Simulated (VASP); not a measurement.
# Mo (Pm-3m) in VASP: notebook

Mo is run at these levels: r2SCAN, r2SCAN0; tasks: single point.

Everything below comes from runs of VASP 6.6.1. Logs are shortened: lines on timing, memory, paths and dates and some standing lists are left out, and cuts for length are marked.

## Step 1: The cell of the first run

The structure is cubic, space group Pm-3m (No. 221). Conventional cell: a = 2.592 Å, b = 2.592 Å, c = 2.592 Å, α = 90.00°, β = 90.00°, γ = 90.00°. Within 3.4 Å of Mo (site symmetry m-3m) lie 6 Mo at 2.59 Å.

This isn't the form of Mo at room conditions, which is bcc.

## Step 2: Single point, r2SCAN

POSCAR reads:

```
Mo
1.0
    2.5919480100      0.0000000000      0.0000000000
    0.0000000000      2.5919480100      0.0000000000
    0.0000000000      0.0000000000      2.5919480100
Mo
1
Direct
    0.0000000000      0.0000000000      0.0000000000
```

INCAR.step1 reads:

```
PREC = Accurate ; ENCUT = 520
ISMEAR = -1 ; SIGMA = 0.1
LREAL = F ; LASPH = T
NELM = 80 ; NBANDS = 13
GGA = PE ; ALGO = Normal
EDIFF = 1E-4 ; LWAVE = T
LCHARG = F
```

INCAR.step2 reads:

```
PREC = Accurate ; ENCUT = 520
EDIFF = 1E-6 ; ISMEAR = -1
SIGMA = 0.1 ; LREAL = F
LASPH = T ; NELM = 80
ALGO = Normal ; ISIF = 2
LWAVE = F ; LCHARG = T
METAGGA = R2SCAN ; LMIXTAU = T
LELF = T ; LVHAR = T
NBANDS = 13 ; ISTART = 1
```

KPOINTS reads:

```
regular mesh
0
Gamma
  6 6 6
```

Potentials or basis: VASP PAW PBE potentials, release 64 (Mo_sv).

Command:

```sh
> cat potpaw_PBE.64/Mo_sv/POTCAR > POTCAR
> cp INCAR.step1 INCAR
> mpirun -np 1 vasp_std > vasp.out
> cp INCAR.step2 INCAR
> mpirun -np 1 vasp_std > vasp.out
```

OUTCAR:

```text
PREC = Accurate
   ENCUT = 520
   EDIFF = 1E-6
   ISMEAR = -1
   LREAL = F
   LASPH = T
   NELM = 80
   ISIF = 2
   METAGGA = R2SCAN
   ISTART = 1

 ion  position               nearest neighbor table
   1  0.000  0.000  0.000-

  LATTYP: Found a simple cubic cell.
 ALAT       =     2.5919480100

  Lattice vectors:

 A1 = (   2.5919480100,   0.0000000000,   0.0000000000)
 A2 = (   0.0000000000,   2.5919480100,   0.0000000000)
 A3 = (   0.0000000000,   0.0000000000,   2.5919480100)

Analysis of symmetry for initial positions (statically):
=====================================================================
 Subroutine PRICEL returns:
 Original cell was already a primitive cell.

 Routine SETGRP: Setting up the symmetry group for a
 simple cubic supercell.

 Subroutine GETGRP returns: Found 48 space group operations
 (whereof 48 operations were pure point group operations)
 out of a pool of 48 trial point group operations.

The static configuration has the point symmetry O_h .

Analysis of symmetry for dynamics (positions and initial velocities):
=====================================================================
 Subroutine PRICEL returns:
 Original cell was already a primitive cell.

 Routine SETGRP: Setting up the symmetry group for a
 simple cubic supercell.

 Subroutine GETGRP returns: Found 48 space group operations
 (whereof 48 operations were pure point group operations)
 out of a pool of 48 trial point group operations.

The dynamic configuration has the point symmetry O_h .

 Subroutine INISYM returns: Found 48 space group operations
 (whereof 48 operations are pure point group operations),
 and found     1 'primitive' translations

----------------------------------------------------------------------------------------

                                     Primitive cell

  volume of cell :      17.4132

  direct lattice vectors                    reciprocal lattice vectors
     2.591948010  0.000000000  0.000000000     0.385810208  0.000000000  0.000000000
     0.000000000  2.591948010  0.000000000     0.000000000  0.385810208  0.000000000
     0.000000000  0.000000000  2.591948010     0.000000000  0.000000000  0.385810208

  length of vectors
     2.591948010  2.591948010  2.591948010     0.385810208  0.385810208  0.385810208

  position of ions in fractional coordinates (direct lattice)
     0.000000000  0.000000000  0.000000000

  ion indices of the primitive-cell ions
   primitive index   ion index
                 1           1

----------------------------------------------------------------------------------------

 KPOINTS: regular mesh

Automatic generation of k-mesh.
 Grid dimensions read from file:
 generate k-points for:    6    6    6

 Generating k-lattice:

  Cartesian coordinates                     Fractional coordinates (reciprocal lattice)
     0.064301701  0.000000000  0.000000000     0.166666667  0.000000000  0.000000000
     0.000000000  0.064301701  0.000000000     0.000000000  0.166666667  0.000000000
     0.000000000  0.000000000  0.064301701     0.000000000  0.000000000  0.166666667

  Length of vectors
     0.064301701  0.064301701  0.064301701

  Shift w.r.t. Gamma in fractional coordinates (k-lattice)
     0.000000000  0.000000000  0.000000000

 Subroutine IBZKPT returns following result:
 ===========================================

 Found     20 irreducible k-points:

 Following reciprocal coordinates:
            Coordinates               Weight
  0.000000  0.000000  0.000000      1.000000
  0.166667  0.000000  0.000000      6.000000
  0.333333  0.000000  0.000000      6.000000
  0.500000  0.000000  0.000000      3.000000
  0.166667  0.166667  0.000000     12.000000
  0.333333  0.166667  0.000000     24.000000
[... 12 lines left out ...]
  0.500000  0.500000  0.333333      6.000000
  0.500000  0.500000  0.500000      1.000000
   k-points           NKPTS =     20   k-points in BZ     NKDIM =     20   number of bands    NBANDS=     13
   number of dos      NEDOS =    301   number of ions     NIONS =      1
   total plane-waves  NPLWV =   8000
   dimension x,y,z NGX =    20 NGY =   20 NGZ =   20
   dimension x,y,z NGXF=    40 NGYF=   40 NGZF=   40
   ions per type =               1
   NGX,Y,Z   is equivalent  to a cutoff of  12.83, 12.83, 12.83 a.u.
   NGXF,Y,Z  is equivalent  to a cutoff of  25.66, 25.66, 25.66 a.u.
 SYSTEM =  unknown system
   PREC   = accura    normal or accurate (medium, high low for compatibility)
   ISTART =      1    job   : 0-new  1-cont  2-samecut
   ICHARG =      0    charge: 1-file 2-atom 10-const
   ISPIN  =      1    spin polarized calculation?
   LNONCOLLINEAR =      F non collinear calculations
   LSORBIT =      F    spin-orbit coupling
   LASPH  =      T    aspherical Exc in radial PAW
   ENCUT  =  520.0 eV  38.22 Ry    6.18 a.u.   4.82  4.82  4.82*2*pi/ulx,y,z
   NELM   =     80;   NELMIN=  2; NELMDL=  0     # of ELM steps
   EDIFF  = 0.1E-05   stopping-criterion for ELM
   LREAL  =      F    real-space projection
   EDIFFG = 0.1E-04   stopping-criterion for IOM
   NSW    =      0    number of steps for IOM
   IBRION =     -1    ionic relax: 0-MD 1-quasi-New 2-CG
   NFREE  =      0    steps in history (QN), initial steepest desc. (CG)
   ISIF   =      2    stress and relaxation
   ISYM   =      2    0-nonsym 1-usesym 2-fastsym
   POTIM  = 0.5000    time-step for ionic-motion
   TEBEG  =    0.0;   TEEND  =   0.0 temperature during run
   PSTRESS=    0.0 pullay stress
   NELECT =      14.0000    total number of electrons
   NUPDOWN=      -1.0000    fix difference up-down
   EMIN   =  10.00;   EMAX   =-10.00  energy-range for DOS
   EFERMI =   0.00;   METHOD = LEGACY
   ISMEAR =    -1;   SIGMA  =   0.10  broadening in eV -4-tet -1-fermi 0-gaus
   EFERMI_NEDOS =   21; number of points for ismear=-14 and -15
   IALGO  =     38    algorithm
   IMIX   =      4    mixing-type and parameters
     AMIX     =   0.40;   BMIX     =  1.00
     AMIX_MAG =   1.60;   BMIX_MAG =  1.00
  volume/ion in A,a.u.               =      17.41       117.51
  Fermi-wavevector in a.u.,A,eV,Ry     =   1.522268  2.876670 31.528794  2.317301
  Thomas-Fermi vector in A             =   2.630871
   LORBIT       =      0    0 simple, 1 ext, 2 COOP (PROOUT), +10 PAW based schemes
   METAGGA = R2SCAN    functional components
   LHFCALC =     F    Hartree Fock is set to
   AEXX    =    0.0000 exact exchange contribution
   IVDW    =     0    specifies the selected vdW correction
   LEPSILON=     F    determine dielectric tensor
   LRPA    =     F    only Hartree local field effects (RPA)
 non-spin polarized calculation
  energy-cutoff  :      520.00
  volume of cell :       17.41
 maximum number of plane-waves:       487
 NGX is ok and might be reduce to    20
   NGX =  9   NGY =  9   NGZ =  9

 number of electron      13.9999993 magnetization

 Free energy of the ion-electron system (eV)
  ---------------------------------------------------
  ext. energy  EPLUGINS =         0.00000000
  ---------------------------------------------------
  free energy    TOTEN  =       -24.95964335 eV

  energy without entropy =      -24.91337433  energy(sigma->0) =      -24.93650884

 E-fermi :  10.7316     XC(G=0): -13.7400

 val. band max:       10.6047354336   @ k =   0.3333   0.3333   0.1667
 cond. band min:      10.7696041849   @ k =   0.3333   0.3333   0.1667
 fundamental gap:      0.1648687513
 Fermi energy:        10.7316277969

 k-point     1 :       0.0000    0.0000    0.0000
  band No.  band energies     occupation
      1     -52.2189      2.00000
      2     -24.6848      2.00000
      3     -24.6848      2.00000
      4     -24.6848      2.00000
      5       3.9496      2.00000
      6       6.2845      2.00000
      7       6.2845      2.00000
      8      14.9764      0.00000
      9      14.9764      0.00000
     10      14.9764      0.00000
     11      27.3487      0.00000
     12      27.3487      0.00000
     13      27.3487      0.00000

 k-point     2 :       0.1667    0.0000    0.0000
  band No.  band energies     occupation
      1     -52.1634      2.00000
      2     -25.1186      2.00000
      3     -24.6478      2.00000
      4     -24.6478      2.00000
      5       4.7406      2.00000
      6       6.5024      2.00000
      7       7.3214      2.00000
      8      13.9259      0.00000
      9      13.9259      0.00000
     10      15.0578      0.00000
     11      24.0675      0.00000
     12      28.9395      0.00000
     13      28.9395      0.00000

 k-point     3 :       0.3333    0.0000    0.0000
  band No.  band energies     occupation
      1     -52.0503      2.00000
      2     -25.9332      2.00000
      3     -24.5733      2.00000
      4     -24.5733      2.00000
      5       6.2220      2.00000
      6       6.9765      2.00000
      7       9.7990      1.99982
      8      12.2908      0.00000
      9      12.2908      0.00000
     10      15.2250      0.00000
     11      20.8066      0.00000
     12      27.1316      0.00000
     13      31.8797      0.00000
[... 241 lines left out ...]
 k-point    19 :       0.5000    0.5000    0.3333
  band No.  band energies     occupation
      1     -51.6186      2.00000
      2     -25.9205      2.00000
      3     -25.9205      2.00000
      4     -25.5165      2.00000
      5       6.4209      2.00000
      6       7.8060      2.00000
      7       7.8060      2.00000
      8      14.0676      0.00000
      9      17.3080      0.00000
     10      20.4090      0.00000
     11      22.8248      0.00000
     12      22.8248      0.00000
     13      26.4807      0.00000

 k-point    20 :       0.5000    0.5000    0.5000
  band No.  band energies     occupation
      1     -51.5652      2.00000
      2     -25.8660      2.00000
      3     -25.8660      2.00000
      4     -25.8660      2.00000
      5       6.9320      2.00000
      6       6.9320      2.00000
      7       6.9320      2.00000
      8      17.3663      0.00000
      9      17.3663      0.00000
     10      18.9318      0.00000
     11      24.3767      0.00000
     12      24.3767      0.00000
     13      24.3767      0.00000

------------------------ aborting loop because EDIFF is reached ----------------------------------------

  FORCE on cell =-STRESS in cart. coord.  units (eV):
  Direction    XX          YY          ZZ          XY          YZ          ZX
  --------------------------------------------------------------------------------------
  -------------------------------------------------------------------------------------
  Total       -0.1013023     -0.1013023     -0.1013023      0.0000000     -0.0000000      0.0000000
  in kB       -9.3207524     -9.3207524     -9.3207524      0.0000000     -0.0000000      0.0000000
  external PRESSURE =      -9.3207524 kB  Pullay stress =       0.0000000 kB

 VOLUME and BASIS-vectors are now :
 -----------------------------------------------------------------------------
  energy-cutoff  :      520.00
  volume of cell :       17.41
      direct lattice vectors                 reciprocal lattice vectors
     2.591948010  0.000000000  0.000000000     0.385810208  0.000000000  0.000000000
     0.000000000  2.591948010  0.000000000     0.000000000  0.385810208  0.000000000
     0.000000000  0.000000000  2.591948010     0.000000000  0.000000000  0.385810208

 POSITION                                       TOTAL-FORCE (eV/Angst)
 -----------------------------------------------------------------------------------
      0.00000      0.00000      0.00000         0.000000      0.000000      0.000000
 -----------------------------------------------------------------------------------
    total drift:                                0.000000      0.000000      0.000000

  FREE ENERGIE OF THE ION-ELECTRON SYSTEM (eV)
  ---------------------------------------------------
  free  energy   TOTEN  =       -24.9596433531 eV

  energy  without entropy=      -24.9133743311  energy(sigma->0) =      -24.93650884
```

It took 15 s on 1 thread of Intel Xeon Platinum 8259CL at 2.50GHz (Skylake/Cascade Lake), shared host; peak memory 0.13 GiB.

What came out:

```yaml
Free_energy: -24.9596 eV
Pressure: -0.9 GPa
Band_gap_on_the_k_mesh: zero (bands 7 and 8 overlap by 2.24 eV)
```

Caveat: the k points lie up to 0.40 Å⁻¹ apart, too coarse for converged energies and pressures of a metal; the PAW data sets were made with another functional, which shifts forces and pressure a little.

## Step 3: Single point, r2SCAN0

POSCAR is that of step 2.

INCAR.step1 reads:

```
SYSTEM = Mo
PREC = Accurate
ENCUT = 520
EDIFF = 1E-5
ISMEAR = -1
SIGMA = 0.1
LREAL = .False.
LASPH = .True.
NELM = 100
ALGO = Normal
ISIF = 2
LWAVE = .True.
LCHARG = .False.
NBANDS = 13
GGA = PE
```

INCAR.step2 reads:

```
SYSTEM = Mo
PREC = Accurate
ENCUT = 520
EDIFF = 1E-6
ISMEAR = -1
SIGMA = 0.1
LREAL = .False.
LASPH = .True.
NELM = 100
ALGO = Normal
ISIF = 2
LWAVE = .False.
LCHARG = .False.
METAGGA = R2SCAN
LHFCALC = .True.
AEXX = 0.25
LMIXTAU = .True.
PRECFOCK = Normal
NBANDS = 13
ISTART = 1
```

KPOINTS reads:

```
Automatic mesh
0
Gamma
  6 6 6
  0 0 0
```

Potentials or basis: VASP PAW PBE potentials, release 64 (Mo_sv).

Command:

```sh
> cat potpaw_PBE.64/Mo_sv/POTCAR > POTCAR
> cp INCAR.step1 INCAR
> mpirun -np 1 vasp_std > vasp.out
> cp INCAR.step2 INCAR
> mpirun -np 1 vasp_std > vasp.out
```

OUTCAR:

```text
SYSTEM = Mo
   PREC = Accurate
   ENCUT = 520
   EDIFF = 1E-6
   ISMEAR = -1
   LREAL = .False.
   LASPH = .True.
   NELM = 100
   ISIF = 2
   METAGGA = R2SCAN
   LHFCALC = .True.
   AEXX = 0.25
   PRECFOCK = Normal
   ISTART = 1

 ion  position               nearest neighbor table
   1  0.000  0.000  0.000-

  LATTYP: Found a simple cubic cell.
 ALAT       =     2.5919480100

  Lattice vectors:

 A1 = (   2.5919480100,   0.0000000000,   0.0000000000)
 A2 = (   0.0000000000,   2.5919480100,   0.0000000000)
 A3 = (   0.0000000000,   0.0000000000,   2.5919480100)

Analysis of symmetry for initial positions (statically):
=====================================================================
 Subroutine PRICEL returns:
 Original cell was already a primitive cell.

 Routine SETGRP: Setting up the symmetry group for a
 simple cubic supercell.

 Subroutine GETGRP returns: Found 48 space group operations
 (whereof 48 operations were pure point group operations)
 out of a pool of 48 trial point group operations.
[... 169 lines left out ...]
 Fermi energy:        10.8386215829

 k-point     1 :       0.0000    0.0000    0.0000
  band No.  band energies     occupation
      1     -56.3478      2.00000
      2     -27.5002      2.00000
      3     -27.5002      2.00000
      4     -27.5002      2.00000
      5       2.4862      2.00000
      6       4.8761      2.00000
      7       4.8761      2.00000
      8      16.1616      0.00000
      9      16.1616      0.00000
     10      16.1616      0.00000
     11      28.3509      0.00000
     12      28.3509      0.00000
     13      28.3509      0.00000
[... 290 lines left out ...]
  band No.  band energies     occupation
      1     -55.6485      2.00000
      2     -28.7919      2.00000
      3     -28.7919      2.00000
      4     -28.7919      2.00000
      5       5.8826      2.00000
      6       5.8826      2.00000
      7       5.8826      2.00000
      8      18.2715      0.00000
      9      18.2715      0.00000
     10      19.5590      0.00000
     11      25.4077      0.00000
     12      25.4077      0.00000
     13      25.4077      0.00000

------------------------ aborting loop because EDIFF is reached ----------------------------------------

  FORCE on cell =-STRESS in cart. coord.  units (eV):
  Direction    XX          YY          ZZ          XY          YZ          ZX
  --------------------------------------------------------------------------------------
  -------------------------------------------------------------------------------------
  Total       -0.6764221     -0.6764221     -0.6764221      0.0000000      0.0000000     -0.0000000
  in kB      -62.2371211    -62.2371211    -62.2371211      0.0000000      0.0000000     -0.0000000
  external PRESSURE =     -62.2371211 kB  Pullay stress =       0.0000000 kB

 VOLUME and BASIS-vectors are now :
 -----------------------------------------------------------------------------
  energy-cutoff  :      520.00
  volume of cell :       17.41
      direct lattice vectors                 reciprocal lattice vectors
     2.591948010  0.000000000  0.000000000     0.385810208  0.000000000  0.000000000
     0.000000000  2.591948010  0.000000000     0.000000000  0.385810208  0.000000000
     0.000000000  0.000000000  2.591948010     0.000000000  0.000000000  0.385810208

 POSITION                                       TOTAL-FORCE (eV/Angst)
 -----------------------------------------------------------------------------------
      0.00000      0.00000      0.00000         0.000000      0.000000      0.000000
 -----------------------------------------------------------------------------------
    total drift:                               -0.000000     -0.000000     -0.000000

  FREE ENERGIE OF THE ION-ELECTRON SYSTEM (eV)
  ---------------------------------------------------
  free  energy   TOTEN  =       -24.2869597255 eV

  energy  without entropy=      -24.2654165808  energy(sigma->0) =      -24.27618815
```

OUTCAR.step1:

```text
SYSTEM = Mo
   PREC = Accurate
   ENCUT = 520
   EDIFF = 1E-5
   ISMEAR = -1
   LREAL = .False.
[... 531 lines left out ...]
 -----------------------------------------------------------------------------------
      0.00000      0.00000      0.00000         0.000000      0.000000      0.000000
 -----------------------------------------------------------------------------------
    total drift:                               -0.000000      0.000000      0.000000

  FREE ENERGIE OF THE ION-ELECTRON SYSTEM (eV)
  ---------------------------------------------------
  free  energy   TOTEN  =        -9.8808576716 eV

  energy  without entropy=       -9.8330181690  energy(sigma->0) =       -9.85693792
```

OSZICAR.step1:

```text
N       E                     dE             d eps       ncg     rms          rms(c)
DAV:   1     0.893763853150E+02    0.89376E+02   -0.81820E+03   520   0.110E+03
DAV:   2    -0.915894145224E+01   -0.98535E+02   -0.94187E+02   605   0.301E+02
DAV:   3    -0.102914412789E+02   -0.11325E+01   -0.11300E+01   580   0.323E+01
DAV:   4    -0.102942023928E+02   -0.27611E-02   -0.27611E-02   595   0.197E+00
DAV:   5    -0.102942249133E+02   -0.22520E-04   -0.22521E-04   585   0.153E-01    0.122E+01
DAV:   6    -0.991943805303E+01    0.37479E+00   -0.53630E-01   525   0.840E+00    0.384E+00
DAV:   7    -0.988253141856E+01    0.36907E-01   -0.83761E-02   560   0.317E+00    0.775E-01
DAV:   8    -0.988084454228E+01    0.16869E-02   -0.35371E-03   530   0.735E-01    0.536E-02
DAV:   9    -0.988085691726E+01   -0.12375E-04   -0.58872E-05   595   0.101E-01    0.416E-02
DAV:  10    -0.988085767161E+01   -0.75435E-06   -0.16517E-05   448   0.492E-02
   1 F= -.98808577E+01 E0= -.98569379E+01  d E =-.478395E-01
```

Wall time 16 min (1 thread of Intel Xeon Platinum 8259CL at 2.50GHz (Skylake/Cascade Lake), shared host); peak memory 0.14 GiB.

What came out:

```yaml
Free_energy: -24.2870 eV
Pressure: -6.2 GPa
Band_gap_on_the_k_mesh: zero (bands 7 and 8 overlap by 3.23 eV)
```

Levels at points of the mesh, in eV from the Fermi level:
```csv
k point,band 3,band 4,band 5,band 6,band 7,band 8,band 9,band 10,band 11,band 12
"(0.00, 0.00, 0.00)",-38.34,-38.34,-8.35,-5.96,-5.96,5.32,5.32,5.32,17.51,17.51
"(0.50, 0.00, 0.00)",-38.18,-38.18,-4.91,-4.87,-0.75,1.48,1.48,5.67,10.66,15.87
"(0.50, 0.50, 0.00)",-39.88,-38.03,-6.86,-3.57,2.17,2.17,6.69,6.69,7.17,16.01
"(0.50, 0.50, 0.50)",-39.63,-39.63,-4.96,-4.96,-4.96,7.43,7.43,8.72,14.57,14.57
```

Caveat: the k points lie up to 0.40 Å⁻¹ apart, too coarse for converged energies and pressures of a metal; the PAW data sets were made with another functional, which shifts forces and pressure a little.

The gap in the log of VASP goes by the Fermi energy; the results here count the filled bands.